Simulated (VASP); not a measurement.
# HfO2 (Fm-3m) in VASP: notebook

HfO2 is run at these levels: PBE, r2SCAN; tasks: single point, relaxation of cell and atoms.

All numbers are computed with VASP 6.6.1; they aren't measurements. Logs are shortened: lines on timing, memory, paths and dates and some standing lists are left out, and cuts for length are marked.

## 1. The cell of the first run

Symmetry: Fm-3m, No. 225, cubic system. Conventional cell: a = 5.058 Å, b = 5.058 Å, c = 5.058 Å, α = 90.00°, β = 90.00°, γ = 90.00°. Hf (site symmetry m-3m) has 8 O at 2.19 Å within 2.9 Å. O (site symmetry -43m) has 4 Hf at 2.19 Å and 6 O at 2.53 Å within 2.9 Å.

## 2. Single point, PBE

INCAR

```
PREC = Accurate ; ENCUT = 600
EDIFF = 1E-6 ; ISMEAR = 0
SIGMA = 0.01 ; LREAL = False
LASPH = True ; NELM = 120
ALGO = Normal ; ISIF = 2
LWAVE = False ; LCHARG = False
GGA = PE ; NBANDS = 18
GGA_COMPAT = False
```

KPOINTS

```
Automatic mesh
0
Gamma
  6 6 6
```

POSCAR

```
HfO2
1.0
    0.0000000000      2.5291823184      2.5291823184
    2.5291823184      0.0000000000      2.5291823184
    2.5291823184      2.5291823184      0.0000000000
Hf O
1 2
Direct
    0.0000000000      0.0000000000      0.0000000000
    0.2500000000      0.2500000000      0.2500000000
    0.7500000000      0.7500000000      0.7500000000
```

Potentials or basis: VASP PAW PBE potentials, release 64 (Hf_pv, O).

Command:

```bash
cat potpaw_PBE.64/Hf_pv/POTCAR potpaw_PBE.64/O/POTCAR > POTCAR
mpirun -np 1 vasp_std > vasp.out
```

OUTCAR:

```text
PREC = Accurate
   ENCUT = 600
   EDIFF = 1E-6
   ISMEAR = 0
   LREAL = False
   LASPH = True
   NELM = 120
   ISIF = 2
   GGA = PE

 ion  position               nearest neighbor table
   1  0.000  0.000  0.000-   3 2.19   3 2.19   3 2.19   2 2.19   3 2.19   2 2.19   2 2.19   2 2.19

   2  0.250  0.250  0.250-   1 2.19   1 2.19   1 2.19   1 2.19
   3  0.750  0.750  0.750-   1 2.19   1 2.19   1 2.19   1 2.19

  LATTYP: Found a face centered cubic cell.
 ALAT       =     5.0583646368

  Lattice vectors:

 A1 = (   0.0000000000,   2.5291823184,   2.5291823184)
 A2 = (   2.5291823184,   0.0000000000,   2.5291823184)
 A3 = (   2.5291823184,   2.5291823184,   0.0000000000)

Analysis of symmetry for initial positions (statically):
=====================================================================
 Subroutine PRICEL returns:
 Original cell was already a primitive cell.

 Routine SETGRP: Setting up the symmetry group for a
 face centered cubic supercell.

 Subroutine GETGRP returns: Found 48 space group operations
 (whereof 48 operations were pure point group operations)
 out of a pool of 48 trial point group operations.

The static configuration has the point symmetry O_h .

Analysis of symmetry for dynamics (positions and initial velocities):
=====================================================================
 Subroutine PRICEL returns:
 Original cell was already a primitive cell.

 Routine SETGRP: Setting up the symmetry group for a
 face centered cubic supercell.

 Subroutine GETGRP returns: Found 48 space group operations
 (whereof 48 operations were pure point group operations)
 out of a pool of 48 trial point group operations.

The dynamic configuration has the point symmetry O_h .

 Subroutine INISYM returns: Found 48 space group operations
 (whereof 48 operations are pure point group operations),
 and found     1 'primitive' translations

----------------------------------------------------------------------------------------

                                     Primitive cell

  volume of cell :      32.3572

  direct lattice vectors                    reciprocal lattice vectors
     0.000000000  2.529182318  2.529182318    -0.197692352  0.197692352  0.197692352
     2.529182318  0.000000000  2.529182318     0.197692352 -0.197692352  0.197692352
     2.529182318  2.529182318  0.000000000     0.197692352  0.197692352 -0.197692352

  length of vectors
     3.576803936  3.576803936  3.576803936     0.342413197  0.342413197  0.342413197

  position of ions in fractional coordinates (direct lattice)
     0.000000000  0.000000000  0.000000000
     0.250000000  0.250000000  0.250000000
     0.750000000  0.750000000  0.750000000

  ion indices of the primitive-cell ions
   primitive index   ion index
                 1           1
                 2           2
                 3           3

----------------------------------------------------------------------------------------

 KPOINTS: Automatic mesh

Automatic generation of k-mesh.
 Grid dimensions read from file:
 generate k-points for:    6    6    6

 Generating k-lattice:

  Cartesian coordinates                     Fractional coordinates (reciprocal lattice)
    -0.032948725  0.032948725  0.032948725     0.166666667  0.000000000  0.000000000
     0.032948725 -0.032948725  0.032948725     0.000000000  0.166666667  0.000000000
     0.032948725  0.032948725 -0.032948725     0.000000000  0.000000000  0.166666667

  Length of vectors
     0.057068866  0.057068866  0.057068866

  Shift w.r.t. Gamma in fractional coordinates (k-lattice)
     0.000000000  0.000000000  0.000000000

 Subroutine IBZKPT returns following result:
 ===========================================

 Found     16 irreducible k-points:

 Following reciprocal coordinates:
            Coordinates               Weight
  0.000000  0.000000  0.000000      1.000000
  0.166667  0.000000  0.000000      8.000000
  0.333333  0.000000  0.000000      8.000000
  0.500000  0.000000  0.000000      4.000000
  0.166667  0.166667  0.000000      6.000000
  0.333333  0.166667  0.000000     24.000000
[... 8 lines left out ...]
 -0.333333  0.333333  0.166667     24.000000
 -0.333333  0.500000  0.166667     12.000000
   k-points           NKPTS =     16   k-points in BZ     NKDIM =     16   number of bands    NBANDS=     18
   number of dos      NEDOS =    301   number of ions     NIONS =      3
   total plane-waves  NPLWV =  27000
   dimension x,y,z NGX =    30 NGY =   30 NGZ =   30
   dimension x,y,z NGXF=    60 NGYF=   60 NGZF=   60
   ions per type =               1   2
   NGX,Y,Z   is equivalent  to a cutoff of  13.94, 13.94, 13.94 a.u.
   NGXF,Y,Z  is equivalent  to a cutoff of  27.89, 27.89, 27.89 a.u.
 SYSTEM =  unknown system
   PREC   = accura    normal or accurate (medium, high low for compatibility)
   ISTART =      0    job   : 0-new  1-cont  2-samecut
   ICHARG =      2    charge: 1-file 2-atom 10-const
[... 130 lines left out ...]
[... 10 lines left out ...]
     17      14.1911      0.00000
     18      17.4783      0.00000

 k-point     7 :       0.5000    0.1667    0.0000
  band No.  band energies     occupation
      1     -25.7211      2.00000
      2     -25.4426      2.00000
      3     -25.3882      2.00000
      4     -12.9701      2.00000
      5     -12.2099      2.00000
      6      -0.4375      2.00000
[... 10 lines left out ...]
     17      14.8363      0.00000
     18      17.2700      0.00000

 k-point     8 :      -0.3333    0.1667    0.0000
  band No.  band energies     occupation
      1     -25.6845      2.00000
      2     -25.4548      2.00000
      3     -25.3694      2.00000
      4     -13.0384      2.00000
      5     -12.2167      2.00000
      6      -0.5250      2.00000
[... 10 lines left out ...]
     17      14.9327      0.00000
     18      17.1438      0.00000

 k-point     9 :      -0.1667    0.1667    0.0000
  band No.  band energies     occupation
      1     -25.5471      2.00000
      2     -25.3964      2.00000
      3     -25.3406      2.00000
      4     -13.5856      2.00000
      5     -11.9807      2.00000
      6      -0.6762      2.00000
[... 10 lines left out ...]
     17      14.1994      0.00000
     18      17.5078      0.00000

 k-point    10 :       0.3333    0.3333    0.0000
  band No.  band energies     occupation
      1     -25.6810      2.00000
      2     -25.4132      2.00000
      3     -25.4132      2.00000
      4     -12.8602      2.00000
      5     -12.3978      2.00000
      6      -1.0099      2.00000
[... 10 lines left out ...]
     17      14.0100      0.00000
     18      17.8336      0.00000

 k-point    11 :       0.5000    0.3333    0.0000
  band No.  band energies     occupation
      1     -25.7300      2.00000
      2     -25.4843      2.00000
      3     -25.4259      2.00000
      4     -12.5997      2.00000
      5     -12.4059      2.00000
      6      -1.5820      2.00000
[... 10 lines left out ...]
     17      16.1672      0.00000
     18      17.8341      0.00000

 k-point    12 :      -0.3333    0.3333    0.0000
  band No.  band energies     occupation
      1     -25.6349      2.00000
      2     -25.6051      2.00000
      3     -25.4041      2.00000
      4     -12.6456      2.00000
      5     -12.3548      2.00000
      6      -1.1046      2.00000
[... 10 lines left out ...]
     17      16.3879      0.00000
     18      17.7635      0.00000

 k-point    13 :       0.5000    0.5000    0.0000
  band No.  band energies     occupation
      1     -25.7900      2.00000
      2     -25.4447      2.00000
      3     -25.4447      2.00000
      4     -12.6762      2.00000
      5     -12.2389      2.00000
      6      -2.1760      2.00000
[... 10 lines left out ...]
     17      17.6576      0.00000
     18      17.8182      0.00000

 k-point    14 :       0.5000    0.3333    0.1667
  band No.  band energies     occupation
      1     -25.6669      2.00000
      2     -25.4884      2.00000
      3     -25.3994      2.00000
      4     -12.7934      2.00000
      5     -12.3818      2.00000
      6      -0.6660      2.00000
[... 10 lines left out ...]
     17      15.3335      0.00000
     18      17.7585      0.00000

 k-point    15 :      -0.3333    0.3333    0.1667
  band No.  band energies     occupation
      1     -25.6665      2.00000
      2     -25.5598      2.00000
      3     -25.4179      2.00000
      4     -12.6420      2.00000
      5     -12.3587      2.00000
      6      -0.6552      2.00000
[... 10 lines left out ...]
     17      16.2108      0.00000
     18      17.7377      0.00000

 k-point    16 :      -0.3333    0.5000    0.1667
  band No.  band energies     occupation
      1     -25.7064      2.00000
      2     -25.5338      2.00000
      3     -25.4463      2.00000
      4     -12.5623      2.00000
      5     -12.3438      2.00000
      6      -1.5654      2.00000
[... 10 lines left out ...]
     17      17.4865      0.00000
     18      17.8365      0.00000

------------------------ aborting loop because EDIFF is reached ----------------------------------------

  FORCE on cell =-STRESS in cart. coord.  units (eV):
  Direction    XX          YY          ZZ          XY          YZ          ZX
  --------------------------------------------------------------------------------------
  -------------------------------------------------------------------------------------
  Total        0.3821391      0.3821391      0.3821391     -0.0000000      0.0000000     -0.0000000
  in kB       18.9217639     18.9217639     18.9217639     -0.0000000      0.0000000     -0.0000000
  external PRESSURE =      18.9217639 kB  Pullay stress =       0.0000000 kB

 VOLUME and BASIS-vectors are now :
 -----------------------------------------------------------------------------
  energy-cutoff  :      600.00
  volume of cell :       32.36
      direct lattice vectors                 reciprocal lattice vectors
     0.000000000  2.529182318  2.529182318    -0.197692352  0.197692352  0.197692352
     2.529182318  0.000000000  2.529182318     0.197692352 -0.197692352  0.197692352
     2.529182318  2.529182318  0.000000000     0.197692352  0.197692352 -0.197692352

 POSITION                                       TOTAL-FORCE (eV/Angst)
 -----------------------------------------------------------------------------------
      0.00000      0.00000      0.00000         0.000000      0.000000     -0.000000
      1.26459      1.26459      1.26459        -0.000000     -0.000000     -0.000000
      3.79377      3.79377      3.79377         0.000000      0.000000      0.000000
 -----------------------------------------------------------------------------------
    total drift:                                0.000000     -0.000000      0.000000

  FREE ENERGIE OF THE ION-ELECTRON SYSTEM (eV)
  ---------------------------------------------------
  free  energy   TOTEN  =       -30.2514604365 eV

  energy  without entropy=      -30.2514604365  energy(sigma->0) =      -30.25146044
```

Wall time 18 s (1 thread of Intel Xeon 8259CL, shared host); peak memory 0.17 GiB.

What came out:

```yaml
Free_energy: -30.2515 eV
Pressure: 1.9 GPa
Band_gap_on_the_k_mesh: 3.82 eV
```

Levels at points of the mesh, in eV from the valence-band top:
| k point | band 8 | band 9 | band 10 | band 11 | band 12 | band 13 | band 14 | band 15 |
| --- | --- | --- | --- | --- | --- | --- | --- | --- |
| (0.00, 0.00, 0.00) | -5.38 | -0.61 | -0.61 | -0.61 | 3.90 | 3.90 | 5.89 | 10.51 |
| (0.50, 0.00, 0.00) | -3.05 | -2.74 | -1.84 | -1.84 | 4.64 | 4.64 | 7.05 | 9.09 |
| (0.50, 0.50, 0.00) | -3.48 | -1.54 | -1.54 | 0.00 | 3.82 | 5.54 | 6.70 | 8.22 |

Caveat: spin-orbit coupling is left out, which moves the levels of the heavy elements.

## 3. Single point, r2SCAN

POSCAR is that of step 2.

INCAR.step1

```
SYSTEM = HfO2
PREC     = Accurate       ! precision mode
ENCUT    = 660            ! plane-wave cutoff, eV
ISMEAR   = -1             ! smearing method
SIGMA    = 0.02           ! smearing width, eV
LREAL    = .False.        ! projectors in reciprocal space
LASPH    = .True.         ! aspherical terms in the spheres
NELM     = 120            ! most SCF steps
NBANDS   = 18             ! bands
GGA      = PE             ! functional
ALGO     = Normal         ! electronic algorithm
EDIFF    = 1E-5           ! SCF threshold, eV
LWAVE    = .True.         ! write WAVECAR
LCHARG   = .False.        ! write CHGCAR
GGA_COMPAT= .False.
```

INCAR.step2

```
SYSTEM = HfO2
PREC     = Accurate       ! precision mode
ENCUT    = 660            ! plane-wave cutoff, eV
EDIFF    = 1E-6           ! SCF threshold, eV
ISMEAR   = -1             ! smearing method
SIGMA    = 0.02           ! smearing width, eV
LREAL    = .False.        ! projectors in reciprocal space
LASPH    = .True.         ! aspherical terms in the spheres
NELM     = 120            ! most SCF steps
ALGO     = Normal         ! electronic algorithm
ISIF     = 2              ! what is computed and relaxed
LWAVE    = .False.        ! write WAVECAR
LCHARG   = .False.        ! write CHGCAR
METAGGA  = R2SCAN         ! meta-GGA
LMIXTAU  = .True.       
NBANDS   = 18             ! bands
ISTART   = 1            
GGA_COMPAT= .False.
```

KPOINTS

```
regular mesh
0
Gamma
  8 8 8
  0 0 0
```

Potentials or basis: VASP PAW PBE potentials, release 64 (Hf_pv, O).

Command:

```bash
cat potpaw_PBE.64/Hf_pv/POTCAR potpaw_PBE.64/O/POTCAR > POTCAR
cp INCAR.step1 INCAR
mpirun -np 1 vasp_std > vasp.out
cp INCAR.step2 INCAR
mpirun -np 1 vasp_std > vasp.out
```

It took 2.9 min on 1 thread of Intel Xeon 8259CL, shared host; peak memory 0.19 GiB.

Results (log left out):

```yaml
Free_energy: -68.5603 eV
Pressure: -4.3 GPa
Band_gap_on_the_k_mesh: 4.32 eV
```

Levels at points of the mesh, in eV from the valence-band top:
```csv
k point,band 8,band 9,band 10,band 11,band 12,band 13,band 14,band 15
"(0.00, 0.00, 0.00)",-5.48,-0.64,-0.64,-0.64,4.42,4.42,6.52,11.09
"(0.50, 0.00, 0.00)",-3.08,-2.82,-1.90,-1.90,5.13,5.13,7.56,9.64
"(0.50, 0.50, 0.00)",-3.59,-1.56,-1.56,0.00,4.32,6.05,7.24,8.74
```

Caveat: the cell stands under tension; the PAW data sets were made with another functional, which shifts forces and pressure a little; spin-orbit coupling is left out, which moves the levels of the heavy elements. A k mesh can miss the band edges.

## 4. Single point, r2SCAN

POSCAR is that of step 3.

INCAR.step1

```
SYSTEM = HfO2
ALGO = Normal ; EDIFF = 1E-5
ENCUT = 660 ; GGA = PE
GGA_COMPAT = .False. ; ISMEAR = 0
LASPH = .True. ; LCHARG = .False.
LREAL = .False. ; LWAVE = .True.
NBANDS = 18 ; NELM = 120
PREC = Accurate ; SIGMA = 0.01
```

INCAR.step2

```
SYSTEM = HfO2
ALGO = Normal ; EDIFF = 1E-6
ENCUT = 660 ; GGA_COMPAT = .False.
ISIF = 2 ; ISMEAR = 0
ISTART = 1 ; LASPH = .True.
LCHARG = .True. ; LELF = .True.
LMIXTAU = .True. ; LREAL = .False.
LVHAR = .True. ; LWAVE = .False.
METAGGA = R2SCAN ; NBANDS = 18
NELM = 120 ; PREC = Accurate
SIGMA = 0.01
```

KPOINTS

```
k-points
0
Gamma
  8 8 8
  0 0 0
```

Command:

```bash
cat potpaw_PBE.64/Hf_pv/POTCAR potpaw_PBE.64/O/POTCAR > POTCAR
cp INCAR.step1 INCAR
mpirun -np 1 vasp_std > vasp.out
cp INCAR.step2 INCAR
mpirun -np 1 vasp_std > vasp.out
```

It took 2.6 min on 1 thread of Intel Xeon 8259CL, shared host; peak memory 0.18 GiB.

It converged, with:

```
Free energy            : -68.5603 eV
Pressure               : -4.3 GPa
Band gap on the k mesh : 4.32 eV
```

Levels at points of the mesh, in eV from the valence-band top:
```
           k point  band 7  band 8  band 9  band 10  band 11  band 12  band 13  band 14  band 15  band 16
(0.00, 0.00, 0.00)   -5.48   -5.48   -0.64    -0.64    -0.64     4.42     4.42     6.52    11.09    11.09
(0.50, 0.00, 0.00)   -4.40   -3.08   -2.82    -1.90    -1.90     5.13     5.13     7.56     9.64    10.02
(0.50, 0.50, 0.00)   -3.59   -3.59   -1.56    -1.56     0.00     4.32     6.05     7.24     8.74     8.74
```

Caveat: the cell stands under tension; the PAW data sets were made with another functional, which shifts forces and pressure a little; spin-orbit coupling is left out, which moves the levels of the heavy elements.

## 5. Relaxation of cell and atoms, r2SCAN

This run uses another cell than the first one, of 11.04 Å³/atom.

POSCAR

```
HfO2
1.0
    0.0000000000      2.5488060287      2.5488060287
    2.5488060287      0.0000000000      2.5488060287
    2.5488060287      2.5488060287      0.0000000000
Hf O
1 2
Direct
    0.0000000000      0.0000000000      0.0000000000
    0.2500000000      0.2500000000      0.2500000000
    0.7500000000      0.7500000000      0.7500000000
```

INCAR.step1

```
ALGO = Normal
EDIFF = 1E-5
EDIFFG = -0.005
ENCUT = 660
GGA = PE
GGA_COMPAT = False
IBRION = 2
ISIF = 3
ISMEAR = -1
LASPH = True
LCHARG = False
LREAL = False
LWAVE = True
NELM = 120
NELMIN = 4
NSW = 100
PREC = Accurate
SIGMA = 0.02
```

INCAR.step2

```
ALGO = Normal
EDIFF = 1E-7
EDIFFG = -0.005
ENCUT = 660
GGA_COMPAT = False
IBRION = 2
ISIF = 3
ISMEAR = -1
ISTART = 1
LASPH = True
LCHARG = False
LMIXTAU = True
LREAL = False
LWAVE = False
METAGGA = R2SCAN
NELM = 120
NELMIN = 4
NSW = 80
PREC = Accurate
SIGMA = 0.02
```

KPOINTS

```
k-points
0
Gamma
  8 8 8
```

Command:

```bash
cat potpaw_PBE.64/Hf_pv/POTCAR potpaw_PBE.64/O/POTCAR > POTCAR
cp INCAR.step1 INCAR
mpirun -np 1 vasp_std > vasp.out
cp INCAR.step2 INCAR
mpirun -np 1 vasp_std > vasp.out
```

Wall time 8.9 min (1 thread of Intel Xeon 8259CL, shared host); peak memory 0.19 GiB.

It converged, with:

```
Free energy                           : -68.5694 eV
Relaxed volume                        : 10.62 Å³/atom
Relaxed cell                          : a = 3.558 Å, b = 3.558 Å, c = 3.558 Å, α = 60.00°, β = 60.00°, γ = 60.00°
Space group after relaxing (to 0.1 Å) : Fm-3m (No. 225)
Energy gained by relaxing             : 13.6 meV/atom
Ionic steps                           : 4
Pressure after relaxing               : 0.0 GPa
Band gap on the k mesh                : 4.37 eV
```

The path:
| step | energy change (eV) | largest force (eV/Å) | pressure (GPa) | volume (Å³) |
| --- | --- | --- | --- | --- |
| 1 | 0.0000 | 0.0000 | -10.06 | 33.12 |
| 2 | 0.0747 | 0.0000 | 20.12 | 29.91 |
| 3 | -0.0408 | 0.0000 | -0.25 | 31.87 |
| 4 | -0.0408 | 0.0000 | -0.02 | 31.85 |

Final structure:
```
Hf O
1.0
     0.00000    2.51583    2.51583
     2.51583    0.00000    2.51583
     2.51583    2.51583    0.00000
Hf O
1 2
Direct
  0.00000 0.00000 0.00000
  0.25000 0.25000 0.25000
  0.75000 0.75000 0.75000
```

Levels at points of the mesh, in eV from the valence-band top:
| k point | band 7 | band 8 | band 9 | band 10 | band 11 | band 12 | band 13 | band 14 | band 15 |
| --- | --- | --- | --- | --- | --- | --- | --- | --- | --- |
| (0.00, 0.00, 0.00) | -5.58 | -5.58 | -0.65 | -0.65 | -0.65 | 4.47 | 4.47 | 6.66 | 11.30 |
| (0.50, 0.00, 0.00) | -4.49 | -3.10 | -2.86 | -1.92 | -1.92 | 5.19 | 5.19 | 7.72 | 9.70 |
| (0.50, 0.50, 0.00) | -3.63 | -3.63 | -1.59 | -1.59 | 0.00 | 4.37 | 6.14 | 7.39 | 8.88 |

Caveat: the PAW data sets were made with another functional, which shifts forces and pressure a little; spin-orbit coupling is left out, which moves the levels of the heavy elements.

## 6. The runs side by side

| task | level | cell | k mesh | cutoff (eV) | smearing | gap on the mesh (eV) | pressure (GPa) |
| --- | --- | --- | --- | --- | --- | --- | --- |
| single point | PBE | a = 3.577 Å, angles 60.0°, 3 atoms | 6 × 6 × 6 | 600 | gaussian 0.01 eV | 3.82 | 1.9 |
| single point | r2SCAN | a = 3.577 Å, angles 60.0°, 3 atoms | 8 × 8 × 8 | 660 | fermi-dirac 0.02 eV | 4.32 | -4.3 |
| single point | r2SCAN | a = 3.577 Å, angles 60.0°, 3 atoms | 8 × 8 × 8 | 660 | gaussian 0.01 eV | 4.32 | -4.3 |
| relaxation of cell and atoms | r2SCAN | relaxed from a = 3.605 Å, angles 60.0°, 3 atoms | 8 × 8 × 8 | 660 | fermi-dirac 0.02 eV | 4.37 | 0.0 |

Alike in all rows: potentials or basis VASP PAW PBE potentials, release 64 (Hf_pv, O); no spin polarisation.

On the cell as given the gap runs from 3.82 eV (PBE) to 4.32 eV (r2SCAN); the meshes differ, which moves gaps too. The pressure there spans -4.3 GPa (r2SCAN) to 1.9 GPa (PBE); a positive pressure means that this level wants a larger cell, a negative one a smaller.

Caveats: spin-orbit coupling is left out, which moves the levels of the heavy elements; the PAW data sets were made with another functional, which shifts forces and pressure a little (at least some runs); the cell stands under tension (at least some runs).

Total energies depend on the potentials used, so only differences within one code and one set of settings carry meaning.
